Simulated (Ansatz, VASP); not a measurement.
**One calculation of Sn, two programs**

```
Sn
1.0
     4.64052    0.00000    0.00000
    -2.32026    4.01881    0.00000
     0.00000    0.00000   28.00000
Sn
2
Direct
  0.33333 0.66667 0.51540
  0.66667 0.33333 0.48460
```

Alike in both runs: functional PBE; dispersion D3(BJ); k mesh 12 × 12 × 1; occupations gaussian, width 0.1 eV; no spin polarisation.

Ansatz relaxed the structure, and its values are those at the end. VASP's run is a single point on that final structure, the one shown.

|  | VASP | Ansatz |
| --- | --- | --- |
| version | VASP 6.6.1 | Ansatz 0.2.0 |
| potentials or method | VASP PAW PBE potentials, release 64 (Sn_d), cutoff 520 eV | scalar-relativistic, plane waves, PAW |
| valence electrons in the cell | 28 | 28 |

Ansatz gave:

```
gap on the k mesh at the Fermi level (eV) : none
rms of the force components (eV/Å)        : 0.001
```

Problem. Which values does VASP return?

Solution. gap on the k mesh at the Fermi level (eV): none; rms of the force components (eV/Å): 0.004.

A gap of «none» marks a metal or a gap that the smearing closes.
